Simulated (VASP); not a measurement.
A run of VASP 6.6.1 is set up as follows.

File INCAR:

```
PREC     = Accurate       # precision mode
ENCUT    = 500            # plane-wave cutoff, eV
EDIFF    = 1E-7           # SCF threshold, eV
ISMEAR   = 0              # smearing method
SIGMA    = 0.05           # smearing width, eV
LREAL    = F              # projectors in reciprocal space
LASPH    = T              # aspherical terms in the spheres
NELM     = 200            # most SCF steps
ALGO     = Normal         # electronic algorithm
ISIF     = 4              # what is computed and relaxed
LWAVE    = F              # write WAVECAR
LCHARG   = F              # write CHGCAR
ISPIN    = 2              # spin polarisation
MAGMOM   = 0.58 0 0       # initial moments
LORBIT   = 11             # projections on sites
LMAXMIX  = 4              # l up to which the mixer works
GGA      = PE             # functional
IBRION   = 2              # ionic algorithm
NSW      = 60             # ionic steps
EDIFFG   = -0.01          # ionic threshold
GGA_COMPAT= F            
NELMIN   = 4
```

KPOINTS

```
regular mesh
0
Gamma
  12 12 8
```

File POSCAR:

```
RuS2
1.0
    3.4132662512      0.0000000000      0.0000000000
   -1.7066331256      2.9559752834      0.0000000000
    0.0000000000      0.0000000000      5.1247175192
Ru S
1 2
Direct
    0.0000000000      0.0000000000      0.0000000000
    0.3333333333      0.6666666667      0.2537758778
    0.6666666667      0.3333333333      0.7462241222
```

Potentials or basis: VASP PAW PBE potentials, release 64 (Ru_pv, S).

Command:

```console
$ cat potpaw_PBE.64/Ru_pv/POTCAR potpaw_PBE.64/S/POTCAR > POTCAR
$ mpirun -np 1 vasp_std > vasp.out
```

(1) Estimate the site moments.

(2) What does it give for the net moment?

## Answers

(1) Ru +0.58; S +0.06 μB.

(2) 0.79 μB per cell.
